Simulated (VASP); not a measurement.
A run of VASP 6.6.1 is set up as follows.

File INCAR:

```
SYSTEM = Fe
  PREC = Accurate
  ENCUT = 520
  EDIFF = 1E-6
  ISMEAR = -1
  SIGMA = 0.08
  LREAL = .FALSE.
  LASPH = .TRUE.
  NELM = 80
  ALGO = Normal
  ISIF = 2
  LWAVE = .FALSE.
  LCHARG = .TRUE.
  GGA = PE
  LELF = .TRUE.
  LVHAR = .TRUE.
  NBANDS = 15
```

File KPOINTS:

```
Automatic mesh
0
G
  17 17 10
  0 0 0
```

Contents of POSCAR:

```
Fe
1.0
    2.3854744336      0.0000000000      0.0000000000
   -1.1927372168      2.0658814596      0.0000000000
    0.0000000000      0.0000000000      3.8419344700
Fe
2
Direct
    0.3333333333      0.6666666667      0.2500000000
    0.6666666667      0.3333333333      0.7500000000
```

Potentials or basis: VASP PAW PBE potentials, release 64 (Fe).

Command:

```sh
$ cat potpaw_PBE.64/Fe/POTCAR > POTCAR
$ mpirun -np 1 vasp_std > vasp.out
```

Predict the pressure.

24.9 GPa.

Predict the band gap on the k mesh.

zero (band 8 reaches 8.77 eV, above the bottom of band 9 at 6.71 eV).

Stress tensor (GPa, compression positive):
```
27.96  0.00  0.00
 0.00 27.96  0.00
 0.00  0.00 18.67
```

Caveat: the cell differs from its parent crystal (equal xx and yy strain of -2 %); the run has no spin polarisation, though such a crystal can be magnetic. Spin polarisation is off, so any magnetic state and its effect on volume and gap are missing.
